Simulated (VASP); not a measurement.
Crystal: BiPd3.

```
Bi Pd
1.0
     0.00000    3.26309    3.26309
     3.26309    0.00000    3.26309
     3.26309    3.26309    0.00000
Bi Pd
1 3
Direct
  0.50000 0.50000 0.50000
  0.75000 0.75000 0.75000
  0.25000 0.25000 0.25000
  0.00000 0.00000 0.00000
```

- Program: VASP 6.6.1
- Task: relaxation of cell and atoms
- Functional: PBEsol
- Potentials or basis: VASP PAW PBE potentials, release 64 (Bi_d, Pd)
- Cutoff: 600 eV
- k mesh: 12 × 12 × 12
- Occupations: methfessel-paxton, width 0.1 eV
- Spin: no spin polarisation

At the start: pressure -3.5 GPa; volume 17.37 Å³/atom.

Q: How do energy, volume and symmetry change on relaxing?

A: Over 3 steps the energy falls by 4.7 meV/atom and the volume is 16.95 Å³/atom (-2.4 %); space group Fm-3m (No. 225, to 0.1 Å) before and after.

Step by step:
```
step  energy change (eV)  largest force (eV/Å)  pressure (GPa)  volume (Å³)
   1              0.0000                0.0000           -3.47        69.49
   2              0.0106                0.0000            4.86        65.77
   3             -0.0190                0.0000           -0.04        67.79
```

Final structure:
```
Bi Pd
1.0
     0.00000    3.23632    3.23632
     3.23632    0.00000    3.23632
     3.23632    3.23632    0.00000
Bi Pd
1 3
Cartesian
  3.2363 3.2363 3.2363
  4.8545 4.8545 4.8545
  1.6182 1.6182 1.6182
  0.0000 0.0000 0.0000
```

Caveat: the PAW data sets were made with another functional, which shifts forces and pressure a little.
